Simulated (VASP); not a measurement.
## Re: relaxation of cell and atoms with PBE

The system is Re.

```
Re
1.0
     3.00424    0.00000    0.00000
    -1.50212    2.60175    0.00000
     0.00000    0.00000    8.25862
Re
4
Direct
  0.00000 0.00000 0.00000
  0.00000 0.00000 0.50000
  0.33333 0.66667 0.00500
  0.66667 0.33333 0.50500
```

```yaml
Program: VASP 6.6.1
Task: relaxation of cell and atoms
Functional: PBE
Potentials_or_basis: VASP PAW PBE potentials, release 64 (Re)
Cutoff: 600 eV
k_mesh: 6 × 6 × 2
Occupations: gaussian, width 0.1 eV
Spin: no spin polarisation
Dipole_correction: no
Further_INCAR_settings: ALGO = Normal; EDIFF = 1e-06; IBRION = 2; EDIFFG = -0.04; NSW = 90; ISIF = 3
```

The relaxed volume is 17.57 Å³/atom. The relaxed cell is a = 3.975 Å, b = 3.975 Å, c = 5.136 Å, α = 90.00°, β = 90.00°, γ = 120.00°, the space group after relaxing (to 0.05 Å) is P6_3mc (No. 186) and the energy gained by relaxing is 13321.9 meV/atom. The ionic steps are 44. The pressure after relaxing is -0.1 GPa. The largest force after relaxing is 0.011 eV/Å and the band gap on the k mesh is zero (band 14 reaches 7.11 eV, above the bottom of band 15 at 5.93 eV).

Forces on the atoms (eV/Å):
```
Re   0.000  0.000 -0.011
Re   0.000  0.000 -0.011
Re   0.000  0.000  0.011
Re   0.000  0.000  0.011
```

Stress tensor (GPa, compression positive):
```
 0.04  0.00  0.00
 0.00  0.04  0.00
 0.00  0.00 -0.33
```

The path:
| step | energy change (eV) | largest force (eV/Å) | pressure (GPa) | volume (Å³) |
| --- | --- | --- | --- | --- |
| 1 | 0.0000 | 6.1843 | 281.24 | 64.55 |
| 3 | -30.2349 | 0.2778 | -20.87 | 210.26 |
| 5 | -44.7122 | 1.9694 | 0.25 | 114.57 |
| 7 | -44.7588 | 1.7602 | -3.40 | 117.36 |
| 9 | -45.6838 | 1.6695 | -3.23 | 108.60 |
| 11 | -19.2362 | 0.2194 | 355.63 | 43.82 |
| 13 | -49.2230 | 1.3601 | 15.29 | 76.33 |
| 15 | -49.6370 | 1.7112 | 26.02 | 71.56 |
| 17 | -49.7612 | 2.0672 | 37.09 | 68.23 |
| 19 | -50.3534 | 2.1826 | 36.77 | 67.33 |
| 21 | -50.3861 | 1.9469 | 38.09 | 66.79 |
| 23 | -51.3400 | 1.5524 | 13.29 | 71.71 |
| 25 | -51.6060 | 1.3052 | -4.62 | 76.67 |
| 27 | -51.9948 | 1.4609 | -5.41 | 76.70 |
| 29 | -52.6557 | 1.2036 | -5.31 | 75.86 |
| 31 | -52.9145 | 0.5425 | 5.13 | 70.61 |
| 33 | -53.1264 | 0.0621 | -9.92 | 73.41 |
| 35 | -53.2557 | 0.0088 | -5.80 | 71.89 |
| 37 | -53.2569 | 0.0245 | -5.38 | 71.77 |
| 39 | -53.2868 | 0.0616 | -0.41 | 70.41 |
| 41 | -53.2869 | 0.0683 | -0.06 | 70.31 |
| 43 | -53.2874 | 0.0442 | -0.06 | 70.30 |
| 44 | -53.2878 | 0.0114 | -0.08 | 70.28 |

Final structure:
```xyz
4
Lattice="3.9751 0.0000 0.0000 -1.9875 3.4425 0.0000 0.0000 0.0000 5.1358" Properties=species:S:1:pos:R:3 pbc="T T T"
Re    0.0000    0.0000    4.5658
Re    0.0000    0.0000    1.9979
Re    0.0000    2.2950    0.5957
Re    1.9875    1.1475    3.1636
```

Levels at points of the mesh, in eV from the Fermi level:
| k point | band 10 | band 11 | band 12 | band 13 | band 14 | band 15 | band 16 | band 17 | band 18 |
| --- | --- | --- | --- | --- | --- | --- | --- | --- | --- |
| (0.00, 0.00, 0.00) | -2.58 | -2.20 | -2.20 | -0.28 | -0.28 | 0.75 | 1.27 | 1.27 | 2.01 |
| (0.50, 0.00, 0.00) | -2.05 | -1.53 | -1.40 | -1.29 | -1.02 | -0.25 | 0.91 | 0.98 | 1.32 |
| (0.00, 0.00, 0.50) | -4.00 | -3.66 | -3.66 | 0.66 | 0.66 | 1.54 | 1.54 | 1.54 | 1.54 |
| (0.50, 0.00, 0.50) | -2.61 | -1.89 | -1.89 | -1.16 | -1.16 | -0.53 | -0.53 | 0.91 | 0.91 |

Run time: 15 min on 1 thread of Intel(R) Xeon(R) Platinum 8488C (Sapphire Rapids) (shared host), peak memory 0.22 GiB.

Caveat: the k points lie up to 0.61 Å⁻¹ apart in the final cell; spin-orbit coupling is left out, which moves the levels of the heavy elements.
